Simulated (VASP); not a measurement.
# InPd (Pm-3m) in VASP: notebook

Aim: see how the results for InPd move with the level of theory and the settings. Levels: LDA, r2SCAN. Tasks: single point.

Everything below comes from runs of VASP 6.6.1. Logs are shortened: lines on timing, memory, paths and dates and some standing lists are left out, and cuts for length are marked.

## Step 1: The cell of the first run

It takes space group Pm-3m (No. 221, cubic). The conventional cell has a = 3.205 Å, b = 3.205 Å, c = 3.205 Å, α = 90.00°, β = 90.00°, γ = 90.00°. Within 3.7 Å of In (site symmetry m-3m) lie 8 Pd at 2.78 Å and 6 In at 3.21 Å. Pd (site symmetry m-3m) has 8 In at 2.78 Å and 6 Pd at 3.21 Å within 3.7 Å.

## Step 2: Single point, LDA

Input file INCAR:

```
SYSTEM = InPd
ALGO = Normal
EDIFF = 1E-6
ENCUT = 520
GGA = CA
ISIF = 2
ISMEAR = -1
LASPH = .TRUE.
LCHARG = .FALSE.
LREAL = .FALSE.
LWAVE = .FALSE.
NBANDS = 18
NELM = 80
PREC = Accurate
SIGMA = 0.05
```

Input file KPOINTS:

```
k-points
0
G
  8 8 8
  0 0 0
```

Input file POSCAR:

```
InPd
1.0
    3.2050928798      0.0000000000      0.0000000000
    0.0000000000      3.2050928798      0.0000000000
    0.0000000000      0.0000000000      3.2050928798
In Pd
1 1
Direct
    0.0000000000      0.0000000000      0.0000000000
    0.5000000000      0.5000000000      0.5000000000
```

Potentials or basis: VASP PAW LDA potentials, release 64 (In_d, Pd).

The run is started by

```console
> cat potpaw_LDA.64/In_d/POTCAR potpaw_LDA.64/Pd/POTCAR > POTCAR
> mpirun -np 1 vasp_std > vasp.out
```

OUTCAR:

```text
SYSTEM = InPd
   EDIFF = 1E-6
   ENCUT = 520
   GGA = CA
   ISIF = 2
   ISMEAR = -1
   LASPH = .TRUE.
   LREAL = .FALSE.
   NELM = 80
   PREC = Accurate

 ion  position               nearest neighbor table
   1  0.000  0.000  0.000-   2 2.78   2 2.78   2 2.78   2 2.78   2 2.78   2 2.78   2 2.78   2 2.78

   2  0.500  0.500  0.500-   1 2.78   1 2.78   1 2.78   1 2.78   1 2.78   1 2.78   1 2.78   1 2.78

  LATTYP: Found a simple cubic cell.
 ALAT       =     3.2050928798

  Lattice vectors:

 A1 = (   3.2050928798,   0.0000000000,   0.0000000000)
 A2 = (   0.0000000000,   3.2050928798,   0.0000000000)
 A3 = (   0.0000000000,   0.0000000000,   3.2050928798)

Analysis of symmetry for initial positions (statically):
=====================================================================
 Subroutine PRICEL returns:
 Original cell was already a primitive cell.

 Routine SETGRP: Setting up the symmetry group for a
 simple cubic supercell.

 Subroutine GETGRP returns: Found 48 space group operations
 (whereof 48 operations were pure point group operations)
 out of a pool of 48 trial point group operations.

The static configuration has the point symmetry O_h .

Analysis of symmetry for dynamics (positions and initial velocities):
=====================================================================
 Subroutine PRICEL returns:
 Original cell was already a primitive cell.

 Routine SETGRP: Setting up the symmetry group for a
 simple cubic supercell.

 Subroutine GETGRP returns: Found 48 space group operations
 (whereof 48 operations were pure point group operations)
 out of a pool of 48 trial point group operations.

The dynamic configuration has the point symmetry O_h .

 Subroutine INISYM returns: Found 48 space group operations
 (whereof 48 operations are pure point group operations),
 and found     1 'primitive' translations

----------------------------------------------------------------------------------------

                                     Primitive cell

  volume of cell :      32.9247

  direct lattice vectors                    reciprocal lattice vectors
     3.205092880  0.000000000  0.000000000     0.312003439  0.000000000  0.000000000
     0.000000000  3.205092880  0.000000000     0.000000000  0.312003439  0.000000000
     0.000000000  0.000000000  3.205092880     0.000000000  0.000000000  0.312003439

  length of vectors
     3.205092880  3.205092880  3.205092880     0.312003439  0.312003439  0.312003439

  position of ions in fractional coordinates (direct lattice)
     0.000000000  0.000000000  0.000000000
     0.500000000  0.500000000  0.500000000

  ion indices of the primitive-cell ions
   primitive index   ion index
                 1           1
                 2           2

----------------------------------------------------------------------------------------

 KPOINTS: k-points

Automatic generation of k-mesh.
 Grid dimensions read from file:
 generate k-points for:    8    8    8

 Generating k-lattice:

  Cartesian coordinates                     Fractional coordinates (reciprocal lattice)
     0.039000430  0.000000000  0.000000000     0.125000000  0.000000000  0.000000000
     0.000000000  0.039000430  0.000000000     0.000000000  0.125000000  0.000000000
     0.000000000  0.000000000  0.039000430     0.000000000  0.000000000  0.125000000

  Length of vectors
     0.039000430  0.039000430  0.039000430

  Shift w.r.t. Gamma in fractional coordinates (k-lattice)
     0.000000000  0.000000000  0.000000000

 Subroutine IBZKPT returns following result:
 ===========================================

 Found     35 irreducible k-points:

 Following reciprocal coordinates:
            Coordinates               Weight
  0.000000  0.000000  0.000000      1.000000
  0.125000  0.000000  0.000000      6.000000
  0.250000  0.000000  0.000000      6.000000
  0.375000  0.000000  0.000000      6.000000
  0.500000  0.000000  0.000000      3.000000
  0.125000  0.125000  0.000000     12.000000
[... 16 lines left out ...]
  0.375000  0.375000  0.125000     24.000000
  0.500000  0.375000  0.125000     24.000000
 [... further k-points ...]
   k-points           NKPTS =     35   k-points in BZ     NKDIM =     35   number of bands    NBANDS=     18
   number of dos      NEDOS =    301   number of ions     NIONS =      2
   total plane-waves  NPLWV =  13824
   dimension x,y,z NGX =    24 NGY =   24 NGZ =   24
   dimension x,y,z NGXF=    48 NGYF=   48 NGZF=   48
   ions per type =               1   1
   NGX,Y,Z   is equivalent  to a cutoff of  12.45, 12.45, 12.45 a.u.
   NGXF,Y,Z  is equivalent  to a cutoff of  24.90, 24.90, 24.90 a.u.
 SYSTEM =  InPd
   PREC   = accura    normal or accurate (medium, high low for compatibility)
   ISTART =      0    job   : 0-new  1-cont  2-samecut
   ICHARG =      2    charge: 1-file 2-atom 10-const
   ISPIN  =      1    spin polarized calculation?
   LNONCOLLINEAR =      F non collinear calculations
   LSORBIT =      F    spin-orbit coupling
   LASPH  =      T    aspherical Exc in radial PAW
   ENCUT  =  520.0 eV  38.22 Ry    6.18 a.u.   5.96  5.96  5.96*2*pi/ulx,y,z
   NELM   =     80;   NELMIN=  2; NELMDL= -5     # of ELM steps
   EDIFF  = 0.1E-05   stopping-criterion for ELM
   LREAL  =      F    real-space projection
   EDIFFG = 0.1E-04   stopping-criterion for IOM
   NSW    =      0    number of steps for IOM
   IBRION =     -1    ionic relax: 0-MD 1-quasi-New 2-CG
   NFREE  =      0    steps in history (QN), initial steepest desc. (CG)
   ISIF   =      2    stress and relaxation
   ISYM   =      2    0-nonsym 1-usesym 2-fastsym
   POTIM  = 0.5000    time-step for ionic-motion
   TEBEG  =    0.0;   TEEND  =   0.0 temperature during run
   PSTRESS=    0.0 pullay stress
   NELECT =      23.0000    total number of electrons
   NUPDOWN=      -1.0000    fix difference up-down
   EMIN   =  10.00;   EMAX   =-10.00  energy-range for DOS
   EFERMI =   0.00;   METHOD = LEGACY
   ISMEAR =    -1;   SIGMA  =   0.05  broadening in eV -4-tet -1-fermi 0-gaus
   EFERMI_NEDOS =   21; number of points for ismear=-14 and -15
   IALGO  =     38    algorithm
   IMIX   =      4    mixing-type and parameters
     AMIX     =   0.40;   BMIX     =  1.00
     AMIX_MAG =   1.60;   BMIX_MAG =  1.00
  volume/ion in A,a.u.               =      16.46       111.09
  Fermi-wavevector in a.u.,A,eV,Ry     =   1.452591  2.745000 28.708592  2.110022
  Thomas-Fermi vector in A             =   2.569956
   LORBIT       =      0    0 simple, 1 ext, 2 COOP (PROOUT), +10 PAW based schemes
   GGA     = CA    functional components
   LHFCALC =     F    Hartree Fock is set to
   AEXX    =    0.0000 exact exchange contribution
   IVDW    =     0    specifies the selected vdW correction
   LEPSILON=     F    determine dielectric tensor
   LRPA    =     F    only Hartree local field effects (RPA)
 non-spin polarized calculation
  energy-cutoff  :      520.00
  volume of cell :       32.92
 maximum number of plane-waves:       912
 NGX is ok and might be reduce to    24
   NGX = 11   NGY = 11   NGZ = 11

 number of electron      22.9999998 magnetization

 Free energy of the ion-electron system (eV)
  ---------------------------------------------------
  ext. energy  EPLUGINS =         0.00000000
  ---------------------------------------------------
  free energy    TOTEN  =       -10.80104105 eV

  energy without entropy =      -10.79100322  energy(sigma->0) =      -10.79602214

 E-fermi :  11.1387     XC(G=0): -12.8905

 val. band max:       11.1084978828   @ k =   0.3750   0.2500   0.1250
 cond. band min:      11.2429660979   @ k =   0.5000   0.5000   0.5000
 fundamental gap:      0.1344682151
 Fermi energy:        11.1387117425

 k-point     1 :       0.0000    0.0000    0.0000
  band No.  band energies     occupation
      1      -3.8330      2.00000
      2      -3.8330      2.00000
      3      -3.3394      2.00000
      4      -3.3394      2.00000
      5      -3.3394      2.00000
      6       0.5899      2.00000
[... 10 lines left out ...]
     17      22.3681      0.00000
     18      27.3845      0.00000

 k-point     2 :       0.1250    0.0000    0.0000
  band No.  band energies     occupation
      1      -3.8217      2.00000
      2      -3.7712      2.00000
      3      -3.3579      2.00000
      4      -3.3579      2.00000
      5      -3.3332      2.00000
      6       0.8516      2.00000
[... 10 lines left out ...]
     17      23.8774      0.00000
     18      26.9465      0.00000

 k-point     3 :       0.2500    0.0000    0.0000
  band No.  band energies     occupation
      1      -3.7944      2.00000
      2      -3.6231      2.00000
      3      -3.4021      2.00000
      4      -3.4021      2.00000
      5      -3.3182      2.00000
      6       1.6312      2.00000
[... 10 lines left out ...]
     17      26.2400      0.00000
     18      26.6740      0.00000

 k-point     4 :       0.3750    0.0000    0.0000
  band No.  band energies     occupation
      1      -3.7669      2.00000
      2      -3.4765      2.00000
      3      -3.4460      2.00000
      4      -3.4460      2.00000
      5      -3.3032      2.00000
      6       2.8944      2.00000
[... 10 lines left out ...]
     17      24.3945      0.00000
     18      24.3948      0.00000

 k-point     5 :       0.5000    0.0000    0.0000
  band No.  band energies     occupation
      1      -3.7554      2.00000
      2      -3.4640      2.00000
      3      -3.4640      2.00000
      4      -3.4163      2.00000
      5      -3.2969      2.00000
      6       4.3371      2.00000
[... 10 lines left out ...]
     17      22.3325      0.00000
     18      22.5820      0.00000

 k-point     6 :       0.1250    0.1250    0.0000
  band No.  band energies     occupation
      1      -3.7874      2.00000
      2      -3.7332      2.00000
      3      -3.3815      2.00000
      4      -3.3646      2.00000
      5      -3.3429      2.00000
      6       1.1108      2.00000
[... 10 lines left out ...]
     17      24.0157      0.00000
     18      26.0879      0.00000

 k-point     7 :       0.2500    0.1250    0.0000
  band No.  band energies     occupation
      1      -3.7542      2.00000
      2      -3.5923      2.00000
      3      -3.4374      2.00000
      4      -3.4066      2.00000
      5      -3.3401      2.00000
      6       1.8775      2.00000
[... 10 lines left out ...]
     17      24.3072      0.00000
     18      26.2683      0.00000

 k-point     8 :       0.3750    0.1250    0.0000
  band No.  band energies     occupation
      1      -3.7282      2.00000
      2      -3.4916      2.00000
      3      -3.4524      2.00000
      4      -3.4454      2.00000
      5      -3.3329      2.00000
      6       3.1008      2.00000
[... 10 lines left out ...]
     17      24.0875      0.00000
     18      24.5424      0.00000
[... 229 lines left out ...]
     17      24.7634      0.00000
     18      24.8843      0.00000

 k-point    20 :       0.2500    0.2500    0.1250
  band No.  band energies     occupation
      1      -3.6282      2.00000
      2      -3.5163      2.00000
      3      -3.4774      2.00000
      4      -3.4461      2.00000
      5      -3.4225      2.00000
      6       2.7869      2.00000
[... 10 lines left out ...]
     17      24.3292      0.00000
     18      24.4984      0.00000

 k-point    21 :       0.3750    0.2500    0.1250
  band No.  band energies     occupation
      1      -3.6025      2.00000
      2      -3.5914      2.00000
      3      -3.4960      2.00000
      4      -3.4338      2.00000
      5      -3.3341      2.00000
      6       3.7888      2.00000
[... 10 lines left out ...]
     17      24.0292      0.00000
     18      25.2082      0.00000

 k-point    22 :       0.5000    0.2500    0.1250
  band No.  band energies     occupation
      1      -3.6287      2.00000
      2      -3.5888      2.00000
      3      -3.5183      2.00000
      4      -3.4352      2.00000
      5      -3.2726      2.00000
      6       4.5343      2.00000
[... 10 lines left out ...]
     17      23.8825      0.00000
     18      25.8892      0.00000

 k-point    23 :       0.3750    0.3750    0.1250
  band No.  band energies     occupation
      1      -3.6876      2.00000
      2      -3.5554      2.00000
      3      -3.5111      2.00000
      4      -3.4967      2.00000
      5      -3.2055      2.00000
      6       4.4034      2.00000
[... 10 lines left out ...]
     17      22.4237      0.00000
     18      24.7089      0.00000

 k-point    24 :       0.5000    0.3750    0.1250
  band No.  band energies     occupation
      1      -3.7246      2.00000
      2      -3.5446      2.00000
      3      -3.5317      2.00000
      4      -3.5076      2.00000
      5      -3.1457      2.00000
      6       4.7155      2.00000
[... 10 lines left out ...]
     17      22.5650      0.00000
     18      24.6359      0.00000

 [... further k-points ...]
[... 5 lines left out ...]
  --------------------------------------------------------------------------------------
  -------------------------------------------------------------------------------------
  Total        0.3838850      0.3838850      0.3838850      0.0000000     -0.0000000     -0.0000000
  in kB       18.6805607     18.6805607     18.6805607      0.0000000     -0.0000000     -0.0000000
  external PRESSURE =      18.6805607 kB  Pullay stress =       0.0000000 kB

 VOLUME and BASIS-vectors are now :
 -----------------------------------------------------------------------------
  energy-cutoff  :      520.00
  volume of cell :       32.92
      direct lattice vectors                 reciprocal lattice vectors
     3.205092880  0.000000000  0.000000000     0.312003439  0.000000000  0.000000000
     0.000000000  3.205092880  0.000000000     0.000000000  0.312003439  0.000000000
     0.000000000  0.000000000  3.205092880     0.000000000  0.000000000  0.312003439

 POSITION                                       TOTAL-FORCE (eV/Angst)
 -----------------------------------------------------------------------------------
      0.00000      0.00000      0.00000         0.000000      0.000000      0.000000
      1.60255      1.60255      1.60255         0.000000      0.000000      0.000000
 -----------------------------------------------------------------------------------
    total drift:                                0.000000      0.000000     -0.000000

  FREE ENERGIE OF THE ION-ELECTRON SYSTEM (eV)
  ---------------------------------------------------
  free  energy   TOTEN  =       -10.8010410536 eV

  energy  without entropy=      -10.7910032187  energy(sigma->0) =      -10.79602214
```

It took 7.5 s on 1 thread of Intel Xeon Platinum 8488C (Sapphire Rapids), shared host; peak memory 0.14 GiB.

What came out:

| Item | Value |
| --- | --- |
| Free energy | -10.8010 eV |
| Pressure | 1.9 GPa |

Caveat: spin-orbit coupling is left out, which moves the levels of the heavy elements.

## Step 3: Single point, LDA

This run uses another cell than the first one, of 16.81 Å³/atom, 1.021 times its volume.

Input file INCAR:

```
SYSTEM = InPd
  ALGO = Normal
  EDIFF = 1E-6
  ENCUT = 520
  GGA = CA
  ISIF = 2
  ISMEAR = -1
  LASPH = .True.
  LCHARG = .False.
  LREAL = .False.
  LWAVE = .False.
  NBANDS = 18
  NELM = 80
  PREC = Accurate
  SIGMA = 0.05
```

Input file KPOINTS:

```
k-points
0
Gamma
  8 8 8
  0 0 0
```

Input file POSCAR:

```
InPd
1.0
    3.2276647001      0.0000000000      0.0000000000
    0.0000000000      3.2276647001      0.0000000000
    0.0000000000      0.0000000000      3.2276647001
In Pd
1 1
Direct
    0.0000000000      0.0000000000      0.0000000000
    0.5000000000      0.5000000000      0.5000000000
```

Potentials or basis: VASP PAW LDA potentials, release 64 (In_d, Pd).

The run is started by

```console
> cat potpaw_LDA.64/In_d/POTCAR potpaw_LDA.64/Pd/POTCAR > POTCAR
> mpirun -np 1 vasp_std > vasp.out
```

It took 7.3 s on 1 thread of Intel Xeon Platinum 8488C (Sapphire Rapids), shared host; peak memory 0.14 GiB.

The run converged. Its results:

* Free energy: -10.8024 eV
* Pressure: -1.4 GPa

Levels at points of the mesh, in eV from the Fermi level:
```
           k point  band 9  band 10  band 11  band 12  band 13  band 14  band 15  band 16
(0.00, 0.00, 0.00)   -2.27    -2.27    -2.27     4.30     4.30     4.30     9.90    11.08
(0.50, 0.00, 0.00)   -3.35    -3.35    -2.36    -1.05     9.92     9.92    10.23    11.05
(0.50, 0.50, 0.00)   -2.70    -2.40    -2.40    -1.65     1.71     2.67     9.70    11.51
(0.50, 0.50, 0.50)   -1.60    -1.60     0.02     3.96     3.96     3.96     4.66     4.66
```

Caveat: spin-orbit coupling is left out, which moves the levels of the heavy elements.

## Step 4: Single point, LDA

This run uses another cell than the first one, of 17.86 Å³/atom, 1.085 times its volume.

Input file INCAR:

```
SYSTEM = InPd
PREC = Accurate
ENCUT = 520
EDIFF = 1E-6
ISMEAR = -1
SIGMA = 0.05
LREAL = .False.
LASPH = .True.
NELM = 80
ALGO = Normal
ISIF = 2
LWAVE = .False.
LCHARG = .False.
NBANDS = 18
```

Input file KPOINTS:

```
regular mesh
0
Gamma
  8 8 8
  0 0 0
```

Input file POSCAR:

```
InPd
1.0
    3.2935535226      0.0000000000      0.0000000000
    0.0000000000      3.2935535226      0.0000000000
    0.0000000000      0.0000000000      3.2935535226
In Pd
1 1
Direct
    0.0000000000      0.0000000000      0.0000000000
    0.5000000000      0.5000000000      0.5000000000
```

The run is started by

```console
> cat potpaw_LDA.64/In_d/POTCAR potpaw_LDA.64/Pd/POTCAR > POTCAR
> mpirun -np 1 vasp_std > vasp.out
```

It took 8.5 s on 1 thread of Intel Xeon Platinum 8488C (Sapphire Rapids), shared host; peak memory 0.14 GiB.

It converged, with:

- Free energy: -10.7335 eV
- Pressure: -8.8 GPa

Levels at points of the mesh, in eV from the Fermi level:
```tsv
k point	band 8	band 9	band 10	band 11	band 12	band 13	band 14	band 15	band 16	band 17
(0.00, 0.00, 0.00)	-3.61	-2.13	-2.13	-2.13	4.20	4.20	4.20	9.10	10.66	10.66
(0.50, 0.00, 0.00)	-3.59	-3.09	-3.09	-2.20	-1.00	9.38	9.38	10.02	10.66	10.66
(0.50, 0.50, 0.00)	-2.52	-2.52	-2.17	-2.17	-1.55	1.40	2.47	9.26	11.36	11.36
(0.50, 0.50, 0.50)	-4.66	-1.51	-1.51	-0.24	3.88	3.88	3.88	4.41	4.41	4.41
```

Caveat: spin-orbit coupling is left out, which moves the levels of the heavy elements.

(Continued in part 2 of 2.)
